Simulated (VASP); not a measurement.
# WS2 (Tungstenite) (P6_3/mmc) in VASP: a series of runs

The runs below take WS2 (Tungstenite) through single point, with PBE+D3(BJ), r2SCAN.

Everything below comes from runs of VASP 6.6.1. Logs are shortened: lines on timing, memory, paths and dates and some standing lists are left out, and cuts for length are marked.

### Step 1. The cell of the first run

Symmetry: P6_3/mmc, No. 194, hexagonal system. The conventional cell has a = 3.154 Å, b = 3.154 Å, c = 12.143 Å, α = 90.00°, β = 90.00°, γ = 120.00°. W (site symmetry -6m2) has 6 S at 2.41 Å and 6 W at 3.15 Å within 3.2 Å. S (site symmetry 3m) has 3 W at 2.41 Å and 7 S at 3.15 Å within 3.2 Å.

### Step 2. Single point, PBE+D3(BJ)

INCAR

```
  PREC = Accurate
  ENCUT = 520
  EDIFF = 1E-6
  ISMEAR = 0
  SIGMA = 0.01
  LREAL = Auto
  LASPH = T
  NELM = 100
  ALGO = Normal
  ISIF = 2
  LWAVE = F
  LCHARG = F
  GGA = PE
  IVDW = 12
  NBANDS = 209
```

KPOINTS

```
regular mesh
0
Gamma
  2 2 2
```

POSCAR

```
WS2
1.0
    1.5768946485     -8.1937849484      0.0000000000
    6.3075785942      5.4625232989      0.0000000000
    0.0000000000      0.0000000000     12.1432918200
W S
14 28
Direct
    0.6666666667      0.3333333333      0.2500000000
    0.2380952381      0.1904761905      0.2500000000
    0.8095238095      0.0476190476      0.2500000000
    0.5238095238      0.6190476190      0.2500000000
    0.0952380952      0.4761904762      0.2500000000
    0.3809523810      0.9047619048      0.2500000000
    0.9523809524      0.7619047619      0.2500000000
    0.9047619048      0.5238095238      0.7500000000
    0.4761904762      0.3809523810      0.7500000000
    0.0476190476      0.2380952381      0.7500000000
    0.7619047619      0.8095238095      0.7500000000
    0.3333333333      0.6666666667      0.7500000000
    0.6190476190      0.0952380952      0.7500000000
    0.1904761905      0.9523809524      0.7500000000
    0.6666666667      0.3333333333      0.6203061868
    0.2380952381      0.1904761905      0.6203061868
    0.8095238095      0.0476190476      0.6203061868
    0.5238095238      0.6190476190      0.6203061868
    0.0952380952      0.4761904762      0.6203061868
    0.3809523810      0.9047619048      0.6203061868
    0.9523809524      0.7619047619      0.6203061868
    0.9047619048      0.5238095238      0.1203061868
    0.4761904762      0.3809523810      0.1203061868
    0.0476190476      0.2380952381      0.1203061868
    0.7619047619      0.8095238095      0.1203061868
    0.3333333333      0.6666666667      0.1203061868
    0.6190476190      0.0952380952      0.1203061868
    0.1904761905      0.9523809524      0.1203061868
    0.6666666667      0.3333333333      0.8796938132
    0.2380952381      0.1904761905      0.8796938132
    0.8095238095      0.0476190476      0.8796938132
    0.5238095238      0.6190476190      0.8796938132
    0.0952380952      0.4761904762      0.8796938132
    0.3809523810      0.9047619048      0.8796938132
    0.9523809524      0.7619047619      0.8796938132
    0.9047619048      0.5238095238      0.3796938132
    0.4761904762      0.3809523810      0.3796938132
    0.0476190476      0.2380952381      0.3796938132
    0.7619047619      0.8095238095      0.3796938132
    0.3333333333      0.6666666667      0.3796938132
    0.6190476190      0.0952380952      0.3796938132
    0.1904761905      0.9523809524      0.3796938132
```

Potentials or basis: VASP PAW PBE potentials, release 64 (W_sv, S).

Run with:

```console
cat potpaw_PBE.64/W_sv/POTCAR potpaw_PBE.64/S/POTCAR > POTCAR
mpirun -np 1 vasp_std > vasp.out
```

OUTCAR:

```text
PREC = Accurate
   ENCUT = 520
   EDIFF = 1E-6
   ISMEAR = 0
   LREAL = Auto
   LASPH = T
   NELM = 100
   ISIF = 2
   GGA = PE
   IVDW = 12
 IVDW          = 12

 ion  position               nearest neighbor table
   1  0.667  0.333  0.250-  27 2.41  41 2.41  36 2.41  22 2.41  37 2.41  23 2.41   5 3.15   6 3.15
                             3 3.15   7 3.15   4 3.15   2 3.15
   2  0.238  0.190  0.250-  23 2.41  37 2.41  28 2.41  42 2.41  38 2.41  24 2.41   4 3.15   7 3.15
                             3 3.15   6 3.15   5 3.15   1 3.15
   3  0.810  0.048  0.250-  24 2.41  38 2.41  25 2.41  39 2.41  27 2.41  41 2.41   6 3.15   1 3.15
                             5 3.15   4 3.15   2 3.15   7 3.15
   4  0.524  0.619  0.250-  23 2.41  37 2.41  25 2.41  39 2.41  26 2.41  40 2.41   2 3.15   3 3.15
                             7 3.15   1 3.15   5 3.15   6 3.15
   5  0.095  0.476  0.250-  22 2.41  36 2.41  26 2.41  40 2.41  38 2.41  24 2.41   1 3.15   7 3.15
                             3 3.15   2 3.15   6 3.15   4 3.15
   6  0.381  0.905  0.250-  27 2.41  41 2.41  40 2.41  26 2.41  28 2.41  42 2.41   1 3.15   3 3.15
                             7 3.15   2 3.15   5 3.15   4 3.15
   7  0.952  0.762  0.250-  28 2.41  42 2.41  36 2.41  22 2.41  39 2.41  25 2.41   5 3.15   1 3.15
                             2 3.15   4 3.15   6 3.15   3 3.15
   8  0.905  0.524  0.750-  19 2.41  33 2.41  29 2.41  15 2.41  21 2.41  35 2.41  12 3.15  10 3.15
                            14 3.15  11 3.15  13 3.15   9 3.15
   9  0.476  0.381  0.750-  18 2.41  32 2.41  30 2.41  16 2.41  15 2.41  29 2.41  11 3.15  14 3.15
[... 46 lines left out ...]
 A1 = (   1.5768946485,  -8.1937849484,   0.0000000000)
 A2 = (   6.3075785942,   5.4625232989,   0.0000000000)
 A3 = (   0.0000000000,   0.0000000000,  12.1432918200)

Analysis of symmetry for initial positions (statically):
=====================================================================
 Subroutine PRICEL returns following result:

  LATTYP: Found a hexagonal cell.
 ALAT       =     3.1537892957
 C/A-ratio  =     3.8503814559

  Lattice vectors:

 A1 = (  -1.5768946485,   2.7312616478,   0.0000000000)
 A2 = (  -1.5768946486,  -2.7312616489,   0.0000000000)
 A3 = (   0.0000000000,   0.0000000000,  12.1432918200)

   7 primitive cells build up your supercell.

 Routine SETGRP: Setting up the symmetry group for a
 hexagonal supercell.

 Subroutine GETGRP returns: Found 12 space group operations
 (whereof  6 operations were pure point group operations)
 out of a pool of 24 trial point group operations.

The static configuration has the point symmetry S_6 .
 The point group associated with its full space group is C_6h.

Analysis of symmetry for dynamics (positions and initial velocities):
=====================================================================
 Subroutine PRICEL returns following result:

  LATTYP: Found a hexagonal cell.
 ALAT       =     3.1537892957
 C/A-ratio  =     3.8503814559

  Lattice vectors:

 A1 = (  -1.5768946485,   2.7312616478,   0.0000000000)
 A2 = (  -1.5768946486,  -2.7312616489,   0.0000000000)
 A3 = (   0.0000000000,   0.0000000000,  12.1432918200)

   7 primitive cells build up your supercell.

 Routine SETGRP: Setting up the symmetry group for a
 hexagonal supercell.

 Subroutine GETGRP returns: Found 12 space group operations
 (whereof  6 operations were pure point group operations)
 out of a pool of 24 trial point group operations.

The dynamic configuration has the point symmetry S_6 .
 The point group associated with its full space group is C_6h.

 Subroutine INISYM returns: Found 12 space group operations
 (whereof  6 operations are pure point group operations),
 and found     7 'primitive' translations

----------------------------------------------------------------------------------------

                                     Primitive cell

  volume of cell :     104.6002

  direct lattice vectors                    reciprocal lattice vectors
    -1.576894649  2.731261648  0.000000000    -0.317078887  0.183065581  0.000000000
    -1.576894649 -2.731261649  0.000000000    -0.317078887 -0.183065581  0.000000000
     0.000000000  0.000000000 12.143291820     0.000000000  0.000000000  0.082349993

  length of vectors
     3.153789296  3.153789297 12.143291820     0.366131162  0.366131161  0.082349993

  position of ions in fractional coordinates (direct lattice)
     0.333333333  0.666666667  0.250000000
     0.666666666  0.333333334  0.750000000
     0.333333333  0.666666667  0.620306187
     0.666666666  0.333333334  0.120306187
     0.333333333  0.666666667  0.879693813
     0.666666666  0.333333334  0.379693813

  ion indices of the primitive-cell ions
   primitive index   ion index
                 1           1
                 2           9
                 3          15
                 4          23
                 5          29
                 6          37

----------------------------------------------------------------------------------------

 KPOINTS: regular mesh

Automatic generation of k-mesh.
 Grid dimensions read from file:
 generate k-points for:    2    2    2

 Generating k-lattice:

  Cartesian coordinates                     Fractional coordinates (reciprocal lattice)
     0.045296984 -0.052304452  0.000000000     0.500000000  0.000000000  0.000000000
     0.067945476  0.013076113  0.000000000    -0.000000000  0.500000000  0.000000000
     0.000000000  0.000000000  0.041174997     0.000000000  0.000000000  0.500000000

  Length of vectors
     0.069192286  0.069192286  0.041174997

  Shift w.r.t. Gamma in fractional coordinates (k-lattice)
     0.000000000  0.000000000  0.000000000

 Subroutine IBZKPT returns following result:
 ===========================================

 Found      4 irreducible k-points:

 Following reciprocal coordinates:
            Coordinates               Weight
  0.000000  0.000000  0.000000      1.000000
  0.500000 -0.000000  0.000000      3.000000
  0.000000  0.000000  0.500000      1.000000
  0.500000 -0.000000  0.500000      3.000000
   k-points           NKPTS =      4   k-points in BZ     NKDIM =      4   number of bands    NBANDS=    209
   number of dos      NEDOS =    301   number of ions     NIONS =     42
   total plane-waves  NPLWV = 368640
   dimension x,y,z NGX =    64 NGY =   64 NGZ =   90
   dimension x,y,z NGXF=   128 NGYF=  128 NGZF=  180
   ions per type =              14  28
   NGX,Y,Z   is equivalent  to a cutoff of  12.75, 12.75, 12.32 a.u.
   NGXF,Y,Z  is equivalent  to a cutoff of  25.50, 25.50, 24.64 a.u.
 SYSTEM =  unknown system
   PREC   = accura    normal or accurate (medium, high low for compatibility)
   ISTART =      0    job   : 0-new  1-cont  2-samecut
   ICHARG =      2    charge: 1-file 2-atom 10-const
   ISPIN  =      1    spin polarized calculation?
   LNONCOLLINEAR =      F non collinear calculations
   LSORBIT =      F    spin-orbit coupling
   LASPH  =      T    aspherical Exc in radial PAW
   ENCUT  =  520.0 eV  38.22 Ry    6.18 a.u.  15.51 15.51 22.58*2*pi/ulx,y,z
   NELM   =    100;   NELMIN=  2; NELMDL= -5     # of ELM steps
   EDIFF  = 0.1E-05   stopping-criterion for ELM
   LREAL  =      T    real-space projection
   EDIFFG = 0.1E-04   stopping-criterion for IOM
   NSW    =      0    number of steps for IOM
   IBRION =     -1    ionic relax: 0-MD 1-quasi-New 2-CG
   NFREE  =      0    steps in history (QN), initial steepest desc. (CG)
   ISIF   =      2    stress and relaxation
   ISYM   =      2    0-nonsym 1-usesym 2-fastsym
   POTIM  = 0.5000    time-step for ionic-motion
   TEBEG  =    0.0;   TEEND  =   0.0 temperature during run
   PSTRESS=    0.0 pullay stress
   NELECT =     364.0000    total number of electrons
   NUPDOWN=      -1.0000    fix difference up-down
   EMIN   =  10.00;   EMAX   =-10.00  energy-range for DOS
   EFERMI =   0.00;   METHOD = LEGACY
   ISMEAR =     0;   SIGMA  =   0.01  broadening in eV -4-tet -1-fermi 0-gaus
   EFERMI_NEDOS =   21; number of points for ismear=-14 and -15
   IALGO  =     38    algorithm
   IMIX   =      4    mixing-type and parameters
     AMIX     =   0.40;   BMIX     =  1.00
     AMIX_MAG =   1.60;   BMIX_MAG =  1.00
  volume/ion in A,a.u.               =      17.43       117.65
  Fermi-wavevector in a.u.,A,eV,Ry     =   1.296876  2.450740 22.883469  1.681888
  Thomas-Fermi vector in A             =   2.428304
   LORBIT       =      0    0 simple, 1 ext, 2 COOP (PROOUT), +10 PAW based schemes
   GGA     = PE    functional components
   LHFCALC =     F    Hartree Fock is set to
   AEXX    =    0.0000 exact exchange contribution
   IVDW    =    12    specifies the selected vdW correction
   LEPSILON=     F    determine dielectric tensor
   LRPA    =     F    only Hartree local field effects (RPA)
 non-spin polarized calculation
 Gauss-broadening in eV      SIGMA  =   0.01
  energy-cutoff  :      520.00
  volume of cell :      732.20
 maximum number of plane-waves:     19738
 NGX is ok and might be reduce to    64

 number of electron     364.0000013 magnetization

 Free energy of the ion-electron system (eV)
  ---------------------------------------------------
  ext. energy  EPLUGINS =         0.00000000
  ---------------------------------------------------
  free energy    TOTEN  =      -330.32117539 eV

  energy without entropy =     -330.32117539  energy(sigma->0) =     -330.32117539

 E-fermi :   7.8255     XC(G=0): -11.0780

 val. band max:        7.7295549294   @ k =   0.0000   0.0000   0.0000
 cond. band min:       8.9809098081   @ k =   0.0000   0.0000   0.0000
 fundamental gap:      1.2513548787
 Fermi energy:         7.8255319382

 k-point     1 :       0.0000    0.0000    0.0000
  band No.  band energies     occupation
      1     -66.9215      2.00000
      2     -66.9214      2.00000
      3     -66.9048      2.00000
      4     -66.9048      2.00000
      5     -66.9048      2.00000
      6     -66.9048      2.00000
[... 777 lines left out ...]
    193       9.4909      0.00000
    194       9.4909      0.00000
 [bands above 194 left out]

------------------------ aborting loop because EDIFF is reached ----------------------------------------

 Edisp (eV)  -18.27495

 E6    (eV) :   -10.5951

 E8    (eV) :    -7.6799

  FORCE on cell =-STRESS in cart. coord.  units (eV):
  Direction    XX          YY          ZZ          XY          YZ          ZX
  --------------------------------------------------------------------------------------
  -------------------------------------------------------------------------------------
  Total      -0.04070    -0.04070    -0.22030     0.00000     0.00000     0.00000
  in kB      -0.08907    -0.08907    -0.48205     0.00000     0.00000     0.00000
  external pressure =       -0.22 kB  Pullay stress =        0.00 kB

 VOLUME and BASIS-vectors are now :
 -----------------------------------------------------------------------------
  energy-cutoff  :      520.00
  volume of cell :      732.20
      direct lattice vectors                 reciprocal lattice vectors
     1.576894648 -8.193784948  0.000000000     0.090593968 -0.104608903  0.000000000
     6.307578594  5.462523299  0.000000000     0.135890952  0.026152226  0.000000000
     0.000000000  0.000000000 12.143291820     0.000000000  0.000000000  0.082349993

 POSITION                                       TOTAL-FORCE (eV/Angst)
 -----------------------------------------------------------------------------------
      3.15379     -3.64168      3.03582        -0.000000      0.000000      0.000000
      1.57689     -0.91042      3.03582        -0.000000     -0.000000      0.000000
      1.57689     -6.37294      3.03582        -0.000000     -0.000000      0.000000
      4.73068     -0.91042      3.03582        -0.000000      0.000000      0.000000
      3.15379      1.82084      3.03582        -0.000000      0.000000      0.000000
      6.30758      1.82084      3.03582        -0.000000     -0.000000      0.000000
[... 34 lines left out ...]
      1.57689     -4.55210      4.61073        -0.000000      0.000000      0.004809
      6.30758      3.64168      4.61073         0.000000      0.000000      0.004809
 -----------------------------------------------------------------------------------
    total drift:                                0.000000     -0.000000      0.000000

  FREE ENERGIE OF THE ION-ELECTRON SYSTEM (eV)
  ---------------------------------------------------
  free  energy   TOTEN  =      -348.5961216744 eV

  energy  without entropy=     -348.5961216744  energy(sigma->0) =     -348.59612167
```

Wall time 14 min (1 thread of AMD EPYC 9R45 (Zen 5), shared host); peak memory 0.9 GiB.

Results:

| Item | Value |
| --- | --- |
| Free energy | -348.5961 eV |
| Pressure | 0.0 GPa |
| Largest force | 0.005 eV/Å |
| Band gap on the k mesh | 1.25 eV |
| Dispersion energy per atom | -0.435 eV |

Forces on the atoms (eV/Å):
```
W    0.000  0.000  0.000
W    0.000  0.000  0.000
W    0.000  0.000  0.000
W    0.000  0.000  0.000
W    0.000  0.000  0.000
W    0.000  0.000  0.000
W    0.000  0.000  0.000
W    0.000  0.000  0.000
W    0.000  0.000  0.000
W    0.000  0.000  0.000
W    0.000  0.000  0.000
W    0.000  0.000  0.000
W    0.000  0.000  0.000
W    0.000  0.000  0.000
S    0.000  0.000 -0.005
S    0.000  0.000 -0.005
S    0.000  0.000 -0.005
S    0.000  0.000 -0.005
S    0.000  0.000 -0.005
S    0.000  0.000 -0.005
S    0.000  0.000 -0.005
S    0.000  0.000 -0.005
S    0.000  0.000 -0.005
S    0.000  0.000 -0.005
S    0.000  0.000 -0.005
S    0.000  0.000 -0.005
S    0.000  0.000 -0.005
S    0.000  0.000 -0.005
S    0.000  0.000  0.005
S    0.000  0.000  0.005
S    0.000  0.000  0.005
S    0.000  0.000  0.005
S    0.000  0.000  0.005
S    0.000  0.000  0.005
S    0.000  0.000  0.005
S    0.000  0.000  0.005
S    0.000  0.000  0.005
S    0.000  0.000  0.005
S    0.000  0.000  0.005
S    0.000  0.000  0.005
S    0.000  0.000  0.005
S    0.000  0.000  0.005
```

Caveat: the k points lie up to 0.43 Å⁻¹ apart; spin-orbit coupling is left out, which moves the levels of the heavy elements.

### Step 3. Single point, PBE+D3(BJ)

This run uses another cell than the first one: it holds 6 atoms, not 42.

INCAR

```
PREC = Accurate ; ENCUT = 520
EDIFF = 1E-6 ; ISMEAR = 0
SIGMA = 0.02 ; LREAL = False
LASPH = True ; NELM = 100
ALGO = Normal ; ISIF = 2
LWAVE = False ; LCHARG = False
GGA = PE ; IVDW = 12
NBANDS = 35
```

KPOINTS

```
Automatic mesh
0
Gamma
  12 12 4
```

POSCAR

```
WS2
1.0
    3.1537893005      0.0000000000      0.0000000000
   -1.5768946503      2.7312616524      0.0000000000
    0.0000000000      0.0000000000     12.1432919187
W S
2 4
Direct
    0.3333333333      0.6666666667      0.2500000000
    0.6666666667      0.3333333333      0.7500000000
    0.3333333333      0.6666666667      0.6203061880
    0.6666666667      0.3333333333      0.1203061880
    0.3333333333      0.6666666667      0.8796938120
    0.6666666667      0.3333333333      0.3796938120
```

Potentials or basis: VASP PAW PBE potentials, release 64 (W_sv, S).

Run with:

```console
cat potpaw_PBE.64/W_sv/POTCAR potpaw_PBE.64/S/POTCAR > POTCAR
mpirun -np 1 vasp_std > vasp.out
```

Wall time 2.9 min (1 thread of Intel Xeon Platinum 8175M at 2.50GHz (Skylake/Cascade Lake), shared host); peak memory 0.32 GiB.

It converged, with:

```yaml
Free_energy: -49.8000 eV
Pressure: 0.0 GPa
Band_gap_on_the_k_mesh: 0.91 eV, indirect (least direct gap 1.84 eV)
Dispersion_energy_per_atom: -0.435 eV
```

Levels at points of the mesh, in eV from the valence-band top:
```
           k point  band 24  band 25  band 26  band 27  band 28  band 29
(0.00, 0.00, 0.00)    -1.42    -1.28     0.00     2.26     2.26     2.28
(0.50, 0.00, 0.00)    -1.78    -1.77    -1.56     2.29     2.34     2.55
(0.00, 0.00, 0.50)    -2.24    -0.31    -0.31     2.25     2.25     2.25
(0.50, 0.00, 0.50)    -1.90    -1.65    -1.65     2.31     2.31     2.75
```

Caveat: spin-orbit coupling is left out, which moves the levels of the heavy elements. Expect the measured gap to be larger: semilocal functionals such as PBE lack the derivative discontinuity.

(Part 1 of 2 ends here.)
